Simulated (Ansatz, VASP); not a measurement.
BN: VASP beside Ansatz

File POSCAR:

```
BN
1.0
    2.4914815700      0.0000000000      0.0000000000
   -1.2457407800      2.1576863300      0.0000000000
    0.0000000000      0.0000000000      4.1211120500
B N
2 2
Direct
    0.6666666700      0.3333333300      0.0001583200
    0.3333333300      0.6666666700      0.5001583200
    0.6666666700      0.3333333300      0.3748416800
    0.3333333300      0.6666666700      0.8748416800
```

INCAR.step1

```
PREC = Accurate
ENCUT = 520
ISMEAR = -1
SIGMA = 0.02
LREAL = False
LASPH = True
NELM = 60
GGA = PE
ALGO = Normal
EDIFF = 1E-4
LWAVE = True
LCHARG = False
```

Contents of INCAR.step2:

```
PREC = Accurate
ENCUT = 520
EDIFF = 1E-7
ISMEAR = -1
SIGMA = 0.02
LREAL = False
LASPH = True
NELM = 60
ALGO = Normal
ISIF = 2
LWAVE = False
LCHARG = False
METAGGA = R2SCAN
LMIXTAU = True
IBRION = 2
NSW = 50
EDIFFG = -0.01
ISTART = 1
```

The input KPOINTS:

```
Automatic mesh
0
Gamma
  12 12 8
```

Input for Ansatz:

```yaml
crystal:
  lattice:
    - [2.49148156, 0.0, 0.0]
    - [-1.24574078, 2.15768633, 0.0]
    - [0.0, 0.0, 4.12111204]
  atoms:
    - { symbol: B, position: [0.66666667, 0.33333333, 0.00015832] }
    - { symbol: B, position: [0.33333333, 0.66666667, 0.50015832] }
    - { symbol: "N", position: [0.66666667, 0.33333333, 0.37484168] }
    - { symbol: "N", position: [0.33333333, 0.66666667, 0.87484168] }
  symmetry: { tolerance: 0.0003 }
hamiltonian:
  xc: r2scan
  pseudopotentials: { kind: paw, azcp: { folder: soft_1 } }
basis:
  ecutwfc: 500
magnetization:
  spin_polarized: false
scf:
  occupations: { method: fermi_dirac, width: 0.02 }
kpoints:
  mp_grid: { grid: [12, 12, 8], shift: [0, 0, 0] }
  band_path:
    path:
      - [0.0, 0.0, 0.0]
      - [0.5, 0.0, 0.0]
      - [0.33333333, 0.33333333, 0.0]
      - [0.0, 0.0, 0.0]
      - [0.0, 0.0, 0.5]
      - [0.5, 0.0, 0.5]
      - [0.33333333, 0.33333333, 0.5]
      - [0.0, 0.0, 0.5]
      - [0.5, 0.0, 0.5]
      - [0.5, 0.0, 0.0]
      - [0.33333333, 0.33333333, 0.5]
    npoints: 7
output:
  forces: true
  stress: true
  eigenvalues: true
  write_potential: true
  elf: true
  volumetric_format: npy
  dos: { e_range: [-12, 8], de: 0.05 }
relax:
  max_steps: 30
```

Alike in both runs: task relaxation of the atoms; functional r2SCAN; k mesh 12 × 12 × 8; occupations fermi-dirac, width 0.02 eV; no spin polarisation.

```csv
,VASP,Ansatz
version,VASP 6.6.1,Ansatz 0.2.0
potentials or method,"VASP PAW PBE potentials, release 64 (B, N), cutoff 520 eV",PAW plane waves
valence electrons in the cell,16,16
```

|  | VASP | Ansatz | Ansatz less VASP |
| --- | --- | --- | --- |
| gap on the k mesh at the Fermi level, each at its own relaxed structure (eV) | 5.59 | 5.62 | +0.034 |

VASP's potentials were made for PBE, not for r2SCAN. Ansatz's warnings: stress scf threshold loose.
